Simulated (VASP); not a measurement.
# Zr6GeRu (P4/mmm) in VASP: a series of runs, part 2 of 2

VASP 6.6.1. Earlier steps stand in the parts before.

### 3 Single point, PBE (19.28 Å³/atom)

This run uses another cell than the first one, of 19.28 Å³/atom.

Input file INCAR:

```
PREC     = Accurate       # precision mode
ENCUT    = 620            # plane-wave cutoff, eV
EDIFF    = 1E-6           # SCF threshold, eV
ISMEAR   = 0              # smearing method
SIGMA    = 0.1            # smearing width, eV
LREAL    = False          # projectors in reciprocal space
LASPH    = True           # aspherical terms in the spheres
NELM     = 300            # most SCF steps
ALGO     = All            # electronic algorithm
ISIF     = 2              # what is computed and relaxed
LWAVE    = False          # write WAVECAR
LCHARG   = False          # write CHGCAR
GGA      = PE             # functional
NBANDS   = 60             # bands
GGA_COMPAT= False        
ISEARCH  = 1            
KPAR     = 4
```

Input file KPOINTS:

```
Automatic mesh
0
Gamma
  10 10 4
```

Input file POSCAR:

```
Zr6GeRu
1.0
    3.3639299967      0.0000000000      0.0000000000
    0.0000000000      3.3639299967      0.0000000000
    0.0000000000      0.0000000000     13.6295973925
Zr Ge Ru
6 1 1
Direct
    0.5000000000      0.5000000000      0.3927721866
    0.5000000000      0.5000000000      0.6072278134
    0.5000000000      0.5000000000      0.8865450963
    0.0000000000      0.0000000000      0.7441369565
    0.5000000000      0.5000000000      0.1134549037
    0.0000000000      0.0000000000      0.2558630435
    0.0000000000      0.0000000000      0.5000000000
    0.0000000000      0.0000000000      0.0000000000
```

Potentials or basis: VASP PAW PBE potentials, release 64 (Zr_sv, Ge_d, Ru_pv).

On the command line:

```console
> cat potpaw_PBE.64/Zr_sv/POTCAR potpaw_PBE.64/Ge_d/POTCAR potpaw_PBE.64/Ru_pv/POTCAR > POTCAR
> mpirun -np 4 vasp_std > vasp.out
```

OUTCAR:

```text
PREC = Accurate
   ENCUT = 620
   EDIFF = 1E-6
   ISMEAR = 0
   LREAL = False
   LASPH = True
   NELM = 300
   ISIF = 2
   GGA = PE

 ion  position               nearest neighbor table
   1  0.500  0.500  0.393-   7 2.79   7 2.79   7 2.79   7 2.79   2 2.92   6 3.02   6 3.02   6 3.02
                             6 3.02   5 3.81
   2  0.500  0.500  0.607-   7 2.79   7 2.79   7 2.79   7 2.79   1 2.92   4 3.02   4 3.02   4 3.02
                             4 3.02   3 3.81
   3  0.500  0.500  0.887-   8 2.84   8 2.84   8 2.84   8 2.84   4 3.07   4 3.07   4 3.07   4 3.07
                             5 3.09   2 3.81
   4  0.000  0.000  0.744-   2 3.02   2 3.02   2 3.02   2 3.02   3 3.07   3 3.07   3 3.07   3 3.07
                             7 3.33   8 3.49
   5  0.500  0.500  0.113-   8 2.84   8 2.84   8 2.84   8 2.84   6 3.07   6 3.07   6 3.07   6 3.07
                             3 3.09   1 3.81
   6  0.000  0.000  0.256-   1 3.02   1 3.02   1 3.02   1 3.02   5 3.07   5 3.07   5 3.07   5 3.07
                             7 3.33   8 3.49
   7  0.000  0.000  0.500-   1 2.79   2 2.79   1 2.79   2 2.79   1 2.79   2 2.79   1 2.79   2 2.79
                             4 3.33   6 3.33
   8  0.000  0.000  0.000-   3 2.84   5 2.84   3 2.84   5 2.84   3 2.84   5 2.84   3 2.84   5 2.84
                             4 3.49   6 3.49

  LATTYP: Found a simple tetragonal cell.
 ALAT       =     3.3639299967
 C/A-ratio  =     4.0516887705

  Lattice vectors:

 A1 = (   3.3639299967,   0.0000000000,   0.0000000000)
 A2 = (   0.0000000000,   3.3639299967,   0.0000000000)
 A3 = (   0.0000000000,   0.0000000000,  13.6295973925)

Analysis of symmetry for initial positions (statically):
=====================================================================
 Subroutine PRICEL returns:
 Original cell was already a primitive cell.

 Routine SETGRP: Setting up the symmetry group for a
 simple tetragonal supercell.

 Subroutine GETGRP returns: Found 16 space group operations
 (whereof 16 operations were pure point group operations)
[... 147 lines left out ...]
     AMIX     =   0.40;   BMIX     =  1.00
     AMIX_MAG =   1.60;   BMIX_MAG =  1.00
  volume/ion in A,a.u.               =      19.28       130.10
  Fermi-wavevector in a.u.,A,eV,Ry     =   1.416933  2.677614 27.316389  2.007698
  Thomas-Fermi vector in A             =   2.538215
   LORBIT       =      0    0 simple, 1 ext, 2 COOP (PROOUT), +10 PAW based schemes
   GGA     = PE    functional components
   LHFCALC =     F    Hartree Fock is set to
   AEXX    =    0.0000 exact exchange contribution
   IVDW    =     0    specifies the selected vdW correction
   LEPSILON=     F    determine dielectric tensor
   LRPA    =     F    only Hartree local field effects (RPA)
 non-spin polarized calculation
 Gauss-broadening in eV      SIGMA  =   0.10
  energy-cutoff  :      620.00
  volume of cell :      154.23
 maximum number of plane-waves:      5444
 NGX is ok and might be reduce to    28
   NGX = 13   NGY = 13   NGZ = 55

 number of electron     100.0000012 magnetization

 Free energy of the ion-electron system (eV)
  ---------------------------------------------------
  ext. energy  EPLUGINS =         0.00000000
  ---------------------------------------------------
  free energy    TOTEN  =       -67.05412485 eV

  energy without entropy =      -67.01450676  energy(sigma->0) =      -67.03431580

 E-fermi :  10.0468     XC(G=0): -11.8897

 val. band max:       10.0440938228   @ k =   0.3000   0.2000   0.2500
 cond. band min:      10.0485141035   @ k =   0.4000   0.2000   0.0000
 fundamental gap:      0.0044202807
 Fermi energy:        10.0468430270

 k-point     1 :       0.0000    0.0000    0.0000
  band No.  band energies     occupation
      1     -38.4102      2.00000
      2     -38.3801      2.00000
      3     -38.2795      2.00000
      4     -38.2242      2.00000
      5     -38.0549      2.00000
      6     -38.0350      2.00000
[... 1501 lines left out ...]
     59      12.5024      0.00000
     60      12.8576      0.00000

 [... further k-points ...]
[... 5 lines left out ...]
  --------------------------------------------------------------------------------------
  -------------------------------------------------------------------------------------
  Total        7.4121256      7.4121256      7.4101065      0.0000000      0.0000000     -0.0000000
  in kB       76.9974650     76.9974650     76.9764905      0.0000000      0.0000000     -0.0000000
  external PRESSURE =      76.9904735 kB  Pullay stress =       0.0000000 kB

 VOLUME and BASIS-vectors are now :
 -----------------------------------------------------------------------------
  energy-cutoff  :      620.00
  volume of cell :      154.23
      direct lattice vectors                 reciprocal lattice vectors
     3.363929997  0.000000000  0.000000000     0.297271347  0.000000000  0.000000000
     0.000000000  3.363929997  0.000000000     0.000000000  0.297271347  0.000000000
     0.000000000  0.000000000 13.629597392     0.000000000  0.000000000  0.073369739

 POSITION                                       TOTAL-FORCE (eV/Angst)
 -----------------------------------------------------------------------------------
      1.68196      1.68196      5.35333        -0.000000     -0.000000     -0.012903
      1.68196      1.68196      8.27627         0.000000     -0.000000      0.012903
      1.68196      1.68196     12.08325        -0.000000     -0.000000      0.011050
      0.00000      0.00000     10.14229         0.000000      0.000000      0.009188
      1.68196      1.68196      1.54634         0.000000     -0.000000     -0.011050
      0.00000      0.00000      3.48731         0.000000      0.000000     -0.009188
      0.00000      0.00000      6.81480         0.000000      0.000000      0.000000
      0.00000      0.00000      0.00000         0.000000      0.000000      0.000000
 -----------------------------------------------------------------------------------
    total drift:                                0.000000      0.000000      0.000000

  FREE ENERGIE OF THE ION-ELECTRON SYSTEM (eV)
  ---------------------------------------------------
  free  energy   TOTEN  =       -67.0541248451 eV

  energy  without entropy=      -67.0145049014  energy(sigma->0) =      -67.03431487
```

OSZICAR:

```text
N       E                     dE             d eps       ncg     rms           ort
DAV:   1     0.144079486151E+04    0.14408E+04   -0.58999E+04  3780   0.295E+03
DAV:   2     0.137429315748E+03   -0.13034E+04   -0.12614E+04  3780   0.883E+02
DAV:   3    -0.496423024309E+02   -0.18707E+03   -0.18049E+03  3780   0.207E+02
DAV:   4    -0.687590847152E+02   -0.19117E+02   -0.18570E+02  3780   0.596E+01
DAV:   5    -0.698402267390E+02   -0.10811E+01   -0.10748E+01  3780   0.127E+01
SDA:   6    -0.628220422910E+02    0.70182E+01   -0.10748E+01  3780   0.493E+02   0.000E+00
CGA:   7    -0.650975373030E+02   -0.22755E+01   -0.22741E+01  3780   0.101E+02   0.122E+00
CGA:   8    -0.665636696097E+02   -0.14661E+01   -0.14661E+01  3780   0.159E+01  -0.822E-02
CGA:   9    -0.667362067986E+02   -0.17254E+00   -0.17200E+00  3780   0.215E+01   0.262E-02
CGA:  10    -0.669173222938E+02   -0.18112E+00   -0.17174E+00  3780   0.431E+00   0.745E-01
CGA:  11    -0.669834815706E+02   -0.66159E-01   -0.66118E-01  3780   0.282E+00  -0.422E-03
CGA:  12    -0.670027855750E+02   -0.19304E-01   -0.19395E-01  3780   0.215E+00  -0.237E-03
[... 30 lines left out ...]
CGA:  43    -0.670541239720E+02   -0.10575E-05   -0.10643E-05  3780   0.612E-05   0.106E-06
CGA:  44    -0.670541248451E+02   -0.87315E-06   -0.87190E-06  3780   0.616E-05   0.698E-06
   1 F= -.67054125E+02 E0= -.67034315E+02  d E =-.396199E-01
```

stdout:

```text
POSCAR found type information on POSCAR ZrGeRu
 POSCAR found :  3 types and       8 ions
 scaLAPACK will be used
 LDA part: xc-table for (Slater+PW92), standard interpolation
 POSCAR, INCAR and KPOINTS ok, starting setup
[... 83 lines left out ...]
 gam= 0.888 trial= 0.293  step=  0.3189 mean=  0.2931
 gam= 1.812 g(H,U,f)=  0.541E-05 0.653E-05 0.709E-06 ort(H,U,f) = 0.212E-05-0.184E-05-0.149E-06
 gam= 1.812 trial= 0.296  step=  0.1652 mean=  0.2957
 gam= 0.484 g(H,U,f)=  0.412E-05 0.167E-05 0.325E-06 ort(H,U,f) = 0.224E-05-0.182E-05-0.319E-06
 gam= 0.484 trial= 0.283  step=  0.2826 mean=  0.2827
 gam= 1.006 g(H,U,f)=  0.359E-05 0.216E-05 0.407E-06 ort(H,U,f) = 0.181E-05-0.913E-06-0.197E-06
 gam= 1.006 trial= 0.283  step=  0.2435 mean=  0.2827
 final diagonalization occupied
```

Wall time 13 min (4 MPI ranks of AMD EPYC 7R43 (Zen 3), shared host); peak memory 1.3 GiB.

What came out:

```yaml
Free_energy: -67.0541 eV
Pressure: 7.7 GPa
Largest_force: 0.013 eV/Å
Band_gap_on_the_k_mesh: zero (bands 50 and 51 overlap by 0.77 eV)
```

Forces in eV/Å, atoms in the order of the input:
```
Zr   0.000  0.000 -0.013
Zr   0.000  0.000  0.013
Zr   0.000  0.000  0.011
Zr   0.000  0.000  0.009
Zr   0.000  0.000 -0.011
Zr   0.000  0.000 -0.009
Ge   0.000  0.000  0.000
Ru   0.000  0.000  0.000
```

Levels at points of the mesh, in eV from the Fermi level:
```tsv
k point	band 48	band 49	band 50	band 51	band 52	band 53
(0.00, 0.00, 0.00)	-0.31	-0.31	-0.15	1.02	1.02	1.39
(0.50, 0.00, 0.00)	-0.07	0.27	0.30	0.53	0.64	0.93
(0.50, 0.50, 0.00)	-0.17	-0.17	0.06	0.43	0.64	0.64
(0.00, 0.00, 0.50)	-0.31	-0.31	0.34	0.95	0.95	1.34
(0.50, 0.00, 0.50)	0.18	0.25	0.34	0.42	0.48	0.62
(0.50, 0.50, 0.50)	-0.37	-0.37	0.06	0.47	0.95	0.95
```

Caveat: the cell stands under pressure.

### 4 Single point, PBE

This run uses another cell than the first one, of 20.56 Å³/atom.

Input file INCAR:

```
  PREC = Accurate
  ENCUT = 620
  EDIFF = 1E-6
  ISMEAR = 0
  SIGMA = 0.2
  LREAL = F
  LASPH = T
  NELM = 300
  ALGO = All
  ISIF = 2
  LWAVE = F
  LCHARG = F
  GGA = PE
  NBANDS = 60
  GGA_COMPAT = F
  ISEARCH = 1
  KPAR = 4
```

Input file KPOINTS:

```
Automatic mesh
0
Gamma
  5 5 2
```

Input file POSCAR:

```
Zr6GeRu
1.0
    3.4050127110      0.0000000000      0.0000000000
    0.0000000000      3.4050127110      0.0000000000
    0.0000000000      0.0000000000     14.1865162561
Zr Ge Ru
6 1 1
Direct
    0.5000000000      0.5000000000      0.3952786072
    0.5000000000      0.5000000000      0.6047213928
    0.5000000000      0.5000000000      0.8889458869
    0.0000000000      0.0000000000      0.7442634948
    0.5000000000      0.5000000000      0.1110541131
    0.0000000000      0.0000000000      0.2557365052
    0.0000000000      0.0000000000      0.5000000000
    0.0000000000      0.0000000000      0.0000000000
```

Potentials or basis: VASP PAW PBE potentials, release 64 (Zr_sv, Ge_d, Ru_pv).

On the command line:

```console
> cat potpaw_PBE.64/Zr_sv/POTCAR potpaw_PBE.64/Ge_d/POTCAR potpaw_PBE.64/Ru_pv/POTCAR > POTCAR
> mpirun -np 4 vasp_std > vasp.out
```

OUTCAR:

```text
PREC = Accurate
   ENCUT = 620
   EDIFF = 1E-6
   ISMEAR = 0
   LREAL = F
   LASPH = T
   NELM = 300
   ISIF = 2
   GGA = PE

 ion  position               nearest neighbor table
   1  0.500  0.500  0.395-   7 2.83   7 2.83   7 2.83   7 2.83   2 2.97   6 3.12   6 3.12   6 3.12
                             6 3.12
   2  0.500  0.500  0.605-   7 2.83   7 2.83   7 2.83   7 2.83   1 2.97   4 3.12   4 3.12   4 3.12
                             4 3.12
   3  0.500  0.500  0.889-   8 2.88   8 2.88   8 2.88   8 2.88   5 3.15   4 3.16   4 3.16   4 3.16
                             4 3.16
   4  0.000  0.000  0.744-   2 3.12   2 3.12   2 3.12   2 3.12   3 3.16   3 3.16   3 3.16   3 3.16
                             8 3.63
   5  0.500  0.500  0.111-   8 2.88   8 2.88   8 2.88   8 2.88   3 3.15   6 3.16   6 3.16   6 3.16
                             6 3.16
   6  0.000  0.000  0.256-   1 3.12   1 3.12   1 3.12   1 3.12   5 3.16   5 3.16   5 3.16   5 3.16
                             8 3.63
   7  0.000  0.000  0.500-   1 2.83   2 2.83   1 2.83   2 2.83   1 2.83   2 2.83   1 2.83   2 2.83

   8  0.000  0.000  0.000-   3 2.88   5 2.88   3 2.88   5 2.88   3 2.88   5 2.88   3 2.88   5 2.88
                             4 3.63   6 3.63

  LATTYP: Found a simple tetragonal cell.
 ALAT       =     3.4050127110
 C/A-ratio  =     4.1663622019

  Lattice vectors:

 A1 = (   3.4050127110,   0.0000000000,   0.0000000000)
 A2 = (   0.0000000000,   3.4050127110,   0.0000000000)
 A3 = (   0.0000000000,   0.0000000000,  14.1865162561)

Analysis of symmetry for initial positions (statically):
=====================================================================
 Subroutine PRICEL returns:
 Original cell was already a primitive cell.

 Routine SETGRP: Setting up the symmetry group for a
 simple tetragonal supercell.

 Subroutine GETGRP returns: Found 16 space group operations
 (whereof 16 operations were pure point group operations)
 out of a pool of 16 trial point group operations.

The static configuration has the point symmetry D_4h.

Analysis of symmetry for dynamics (positions and initial velocities):
[... 138 lines left out ...]
   IVDW    =     0    specifies the selected vdW correction
   LEPSILON=     F    determine dielectric tensor
   LRPA    =     F    only Hartree local field effects (RPA)
 non-spin polarized calculation
 Gauss-broadening in eV      SIGMA  =   0.20
  energy-cutoff  :      620.00
  volume of cell :      164.48
 maximum number of plane-waves:      5790
 NGX is ok and might be reduce to    28
   NGX = 13   NGY = 13   NGZ = 57

 number of electron     100.0000010 magnetization

 Free energy of the ion-electron system (eV)
  ---------------------------------------------------
  ext. energy  EPLUGINS =         0.00000000
  ---------------------------------------------------
  free energy    TOTEN  =       -67.36215805 eV

  energy without entropy =      -67.20268439  energy(sigma->0) =      -67.28242122

 E-fermi :   9.3252     XC(G=0): -11.5704

 val. band max:        9.2966154854   @ k =   0.4000   0.2000   0.5000
 cond. band min:       9.3278257872   @ k =   0.2000   0.2000   0.5000
 fundamental gap:      0.0312103018
 Fermi energy:         9.3252432259

 k-point     1 :       0.0000    0.0000    0.0000
  band No.  band energies     occupation
      1     -39.3356      2.00000
      2     -39.3107      2.00000
      3     -39.1856      2.00000
      4     -39.1442      2.00000
      5     -39.0374      2.00000
      6     -39.0174      2.00000
[... 745 lines left out ...]
     59      12.1583      0.00000
     60      12.3537      0.00000

------------------------ aborting loop because EDIFF is reached ----------------------------------------

  FORCE on cell =-STRESS in cart. coord.  units (eV):
  Direction    XX          YY          ZZ          XY          YZ          ZX
  --------------------------------------------------------------------------------------
  -------------------------------------------------------------------------------------
  Total       -0.0428433     -0.0428433     -0.3762138      0.0000000      0.0000000      0.0000000
  in kB       -0.4173304     -0.4173304     -3.6646460      0.0000000      0.0000000      0.0000000
  external PRESSURE =      -1.4997690 kB  Pullay stress =       0.0000000 kB

 VOLUME and BASIS-vectors are now :
 -----------------------------------------------------------------------------
  energy-cutoff  :      620.00
  volume of cell :      164.48
      direct lattice vectors                 reciprocal lattice vectors
     3.405012711  0.000000000  0.000000000     0.293684660  0.000000000  0.000000000
     0.000000000  3.405012711  0.000000000     0.000000000  0.293684660  0.000000000
     0.000000000  0.000000000 14.186516256     0.000000000  0.000000000  0.070489469

 POSITION                                       TOTAL-FORCE (eV/Angst)
 -----------------------------------------------------------------------------------
      1.70251      1.70251      5.60763        -0.000000      0.000000     -0.069420
      1.70251      1.70251      8.57889         0.000000      0.000000      0.069420
      1.70251      1.70251     12.61105         0.000000      0.000000      0.003563
      0.00000      0.00000     10.55851        -0.000000     -0.000000     -0.043890
      1.70251      1.70251      1.57547        -0.000000      0.000000     -0.003563
      0.00000      0.00000      3.62801        -0.000000     -0.000000      0.043890
      0.00000      0.00000      7.09326        -0.000000     -0.000000      0.000000
      0.00000      0.00000      0.00000        -0.000000     -0.000000      0.000000
 -----------------------------------------------------------------------------------
    total drift:                                0.000000      0.000000      0.000000

  FREE ENERGIE OF THE ION-ELECTRON SYSTEM (eV)
  ---------------------------------------------------
  free  energy   TOTEN  =       -67.3621580540 eV

  energy  without entropy=      -67.2026898778  energy(sigma->0) =      -67.28242397
```

stdout:

```text
POSCAR found type information on POSCAR ZrGeRu
 POSCAR found :  3 types and       8 ions
 scaLAPACK will be used
 LDA part: xc-table for (Slater+PW92), standard interpolation
 POSCAR, INCAR and KPOINTS ok, starting setup
 FFT: planning ... GRIDC
[... 97 lines left out ...]
 gam= 0.000 trial= 0.217  step=  0.1244 mean=  0.2174
 gam= 0.891 g(H,U,f)=  0.621E-05 0.581E-05 0.115E-05 ort(H,U,f) = 0.424E-05-0.430E-05-0.802E-06
 gam= 0.891 trial= 0.208  step=  0.2289 mean=  0.2081
  final corrected         step=  0.2149 harm=  0.1903 4th-ord=  0.2149
  steps along line     -0.20809E-04   0.20809E-04   0.20809E+00   0.22893E+00   0.22897E+00
  energies along line   0.25795E-09  -0.25795E-09  -0.14072E-05  -0.13938E-05  -0.13937E-05
 trl  49    -0.673621549856E+02   -0.13937E-05   -0.14108E-05   720   0.124E-04  -0.252E-05
 gam= 0.858 g(H,U,f)=  0.693E-05 0.391E-05 0.456E-06 ort(H,U,f) = 0.748E-06-0.210E-0
```

Wall time 2.4 min (4 MPI ranks of Intel Xeon Platinum 8488C (Sapphire Rapids), shared host); peak memory 0.48 GiB.

What came out:

```yaml
Free_energy: -67.3622 eV
Pressure: -0.1 GPa
Largest_force: 0.069 eV/Å
Band_gap_on_the_k_mesh: zero (bands 50 and 51 overlap by 0.56 eV)
```

Forces on the atoms (eV/Å):
```
Zr   0.000  0.000 -0.069
Zr   0.000  0.000  0.069
Zr   0.000  0.000  0.004
Zr   0.000  0.000 -0.044
Zr   0.000  0.000 -0.004
Zr   0.000  0.000  0.044
Ge   0.000  0.000  0.000
Ru   0.000  0.000  0.000
```

Stress tensor (GPa, compression positive):
```
-0.04  0.00  0.00
 0.00 -0.04  0.00
 0.00  0.00 -0.37
```

Caveat: the k points lie up to 0.37 Å⁻¹ apart, too coarse for converged energies and pressures of a metal.

### 5 The runs side by side

```csv
cell,k mesh,smearing,gap on the mesh (eV),pressure (GPa),largest force (eV/Å)
"a = 3.417, b = 3.417, c = 14.049 Å, 8 atoms, atomic positions A",10 × 10 × 4,gaussian 0.1 eV,none,0.1,0.02
"a = 3.364, b = 3.364, c = 13.630 Å, 8 atoms, atomic positions B",10 × 10 × 4,gaussian 0.1 eV,none,7.7,0.01
"a = 3.405, b = 3.405, c = 14.187 Å, 8 atoms, atomic positions C",5 × 5 × 2,gaussian 0.2 eV,none,-0.1,0.07
```

Alike in all rows: task single point; level PBE; potentials or basis VASP PAW PBE potentials, release 64 (Zr_sv, Ge_d, Ru_pv); no spin polarisation; cutoff (eV) 620.

Caveats: some runs use coarse meshes; the cell stands under pressure (at least some runs).

Absolute energies hang on the potentials; compare differences alone.

The gap in the log of VASP goes by the Fermi energy; the results here count the filled bands.